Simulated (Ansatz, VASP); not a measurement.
Ta19W in VASP and in Ansatz

```
CELL_PARAMETERS angstrom
5.63387 0.00000 0.00000
-1.87796 5.31166 0.00000
0.00000 0.00000 21.20003
ATOMIC_POSITIONS crystal
Ta 0.00000 0.00000 0.28936
Ta 0.00000 0.50000 0.28865
Ta 0.50000 0.00000 0.28865
Ta 0.50000 0.50000 0.28944
Ta 0.25311 0.25311 0.39399
Ta 0.24927 0.75073 0.39199
Ta 0.75073 0.24927 0.39199
Ta 0.74689 0.74689 0.39399
Ta 0.50000 0.00000 0.50000
Ta 0.00000 0.50000 0.50000
Ta 0.00000 0.00000 0.50000
Ta 0.74689 0.74689 0.60601
Ta 0.75073 0.24927 0.60801
Ta 0.24927 0.75073 0.60801
Ta 0.25311 0.25311 0.60601
Ta 0.00000 0.00000 0.71064
Ta 0.00000 0.50000 0.71135
Ta 0.50000 0.00000 0.71135
Ta 0.50000 0.50000 0.71056
W 0.50000 0.50000 0.50000
```

Alike in both runs: functional LDA; k mesh 5 × 5 × 1; occupations methfessel-paxton of order 1, width 0.1 eV; no spin polarisation.

Ansatz relaxed the structure, and its values are those at the end. VASP's run is a single point on that final structure, the one shown.

|  | VASP | Ansatz |
| --- | --- | --- |
| version | VASP 6.6.1 | Ansatz 0.2.0 |
| potentials or method | VASP PAW LDA potentials, release 64 (Ta_pv, W_sv), cutoff 520 eV | scalar-relativistic, plane waves, PAW |
| valence electrons in the cell | 223 | 261 |

|  | VASP | Ansatz | Ansatz less VASP |
| --- | --- | --- | --- |
| gap on the k mesh at the Fermi level (eV) | none | none | - |
| rms of the force components (eV/Å) | 0.023 | 0.017 | -0.0060 |

Ansatz warns that its potentials were made for another functional, while VASP's fit it. LDA's correlation is that of Perdew and Zunger in VASP and of Perdew and Wang (1992) in Ansatz. A gap of «none» marks a metal or a gap that the smearing closes. VASP's potentials hold 223 valence electrons a cell and Ansatz's 261, so a difference there can come from the potentials and not from the codes. Ansatz's warnings: vacuum density over bound.

Spin-orbit coupling is off throughout.
